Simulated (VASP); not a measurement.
**MnS: single point with PBE**

The system is MnS.

```
CELL_PARAMETERS angstrom
0.00000 2.60450 2.60450
2.60450 0.00000 2.60450
2.60450 2.60450 0.00000
ATOMIC_POSITIONS crystal
Mn 0.00000 0.00000 0.00000
S 0.50000 0.50000 0.50000
```

* Program: VASP 6.6.1
* Task: single point
* Functional: PBE
* Potentials or basis: VASP PAW PBE potentials, release 64 (Mn_pv, S)
* Cutoff: 520 eV
* k mesh: 9 × 9 × 9
* Occupations: gaussian, width 0.05 eV
* Spin: collinear spin, ferromagnetic start
* Starting moments: [4.0, 0.0] μB

The pressure is -2.9 GPa, the net moment is 4.72 μB per cell and the site moments are Mn +4.26; S +0.11 μB. The valence electrons inside the program's atomic spheres are Mn 11.30; S 3.73.

Levels at points of the mesh, in eV from the Fermi level:
Spin up:
```
           k point  band 8  band 9  band 10  band 11  band 12  band 13  band 14  band 15  band 16  band 17
(0.00, 0.00, 0.00)   -3.27   -3.27    -1.86    -1.86    -1.86     1.73     8.61     8.61     8.61    10.64
```
Spin down:
| k point | band 3 | band 4 | band 5 | band 6 | band 7 | band 8 | band 9 | band 10 | band 11 | band 12 |
| --- | --- | --- | --- | --- | --- | --- | --- | --- | --- | --- |
| (0.00, 0.00, 0.00) | -46.15 | -14.27 | -1.64 | -1.64 | -1.64 | 0.33 | 0.33 | 0.33 | 0.37 | 0.37 |

Run time: 94 s on 1 thread of Intel Xeon 8259CL (shared host), peak memory 0.19 GiB.

Caveat: a cell with one magnetic atom can't hold antiferromagnetic order, which such compounds often take; semilocal functionals often make such compounds metallic where correlation or magnetic order opens a gap, which also shifts bond lengths. With open d or f shells a metallic result of PBE can be an artefact of self-interaction; +U or a hybrid may open a gap.
